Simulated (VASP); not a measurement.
LaAl3As2H6O14 (Arsenoflorencite-(La)):

```
La Al H As O
1.0
     3.51580    2.02985    5.50503
    -3.51580    2.02985    5.50503
     0.00000   -4.05970    5.50503
La Al H As O
1 3 6 2 14
Direct
  0.00000 0.00000 0.00000
  0.00000 0.00000 0.50000
  0.50000 0.00000 0.00000
  0.00000 0.50000 0.00000
  0.31600 0.73400 0.31600
  0.31600 0.31600 0.73400
  0.73400 0.31600 0.31600
  0.68400 0.26600 0.68400
  0.26600 0.68400 0.68400
  0.68400 0.68400 0.26600
  0.31492 0.31492 0.31492
  0.68508 0.68508 0.68508
  0.58543 0.58543 0.58543
  0.41457 0.41457 0.41457
  0.15022 0.53576 0.15022
  0.15022 0.15022 0.53576
  0.53576 0.15022 0.15022
  0.84978 0.46424 0.84978
  0.46424 0.84978 0.84978
  0.84978 0.84978 0.46424
  0.25974 0.89155 0.25974
  0.25974 0.25974 0.89155
  0.89155 0.25974 0.25974
  0.74026 0.10845 0.74026
  0.10845 0.74026 0.74026
  0.74026 0.74026 0.10845
```

```yaml
Program: VASP 6.6.1
Task: relaxation of the atoms
Functional: PBE
Potentials_or_basis: VASP PAW PBE potentials, release 64 (La, Al, H, As, O)
Cutoff: 520 eV
k_mesh: 4 × 4 × 4
Occupations: fermi-dirac, width 0.02 eV
Spin: no spin polarisation
```

At the start: pressure 16.4 GPa; volume 9.07 Å³/atom.

Q: Where does the relaxation end?

A: Over 21 steps the energy falls by 68.2 meV/atom; space group R-3m (No. 166, to 0.05 Å).

Step by step:
```csv
step,energy change (eV),largest force (eV/Å),pressure (GPa)
1,0.0000,5.4468,16.39
2,9.1384,7.9139,3.83
3,0.8111,5.2184,4.13
4,-1.1378,2.7124,7.14
5,-1.4109,1.6808,10.30
6,-1.4333,1.6904,9.41
7,-1.4341,1.6888,9.54
8,-1.5590,1.4035,5.82
9,-1.6156,0.8686,7.02
10,-1.7000,0.6488,6.16
11,-1.7005,0.7798,6.10
12,-1.7604,0.2439,5.59
13,-1.7692,0.0992,5.34
14,-1.7701,0.1014,5.22
15,-1.7702,0.0736,5.25
16,-1.7709,0.0604,5.26
17,-1.7721,0.0668,5.29
18,-1.7721,0.0822,5.30
19,-1.7724,0.0667,5.32
20,-1.7725,0.0256,5.31
21,-1.7726,0.0198,5.30
```

Final structure:
```
CELL_PARAMETERS angstrom
3.51580 2.02985 5.50503
-3.51580 2.02985 5.50503
0.00000 -4.05970 5.50503
ATOMIC_POSITIONS crystal
La 0.00000 0.00000 0.00000
Al 0.00000 0.00000 0.50000
Al 0.50000 0.00000 0.00000
Al 0.00000 0.50000 0.00000
H 0.32062 0.71412 0.32062
H 0.32062 0.32062 0.71412
H 0.71412 0.32062 0.32062
H 0.67938 0.28588 0.67938
H 0.28588 0.67938 0.67938
H 0.67938 0.67938 0.28588
As 0.31684 0.31684 0.31684
As 0.68316 0.68316 0.68316
O 0.58074 0.58074 0.58074
O 0.41926 0.41926 0.41926
O 0.14826 0.54256 0.14826
O 0.14826 0.14826 0.54256
O 0.54256 0.14826 0.14826
O 0.85174 0.45744 0.85174
O 0.45744 0.85174 0.85174
O 0.85174 0.85174 0.45744
O 0.26138 0.88994 0.26138
O 0.26138 0.26138 0.88994
O 0.88994 0.26138 0.26138
O 0.73862 0.11006 0.73862
O 0.11006 0.73862 0.73862
O 0.73862 0.73862 0.11006
```
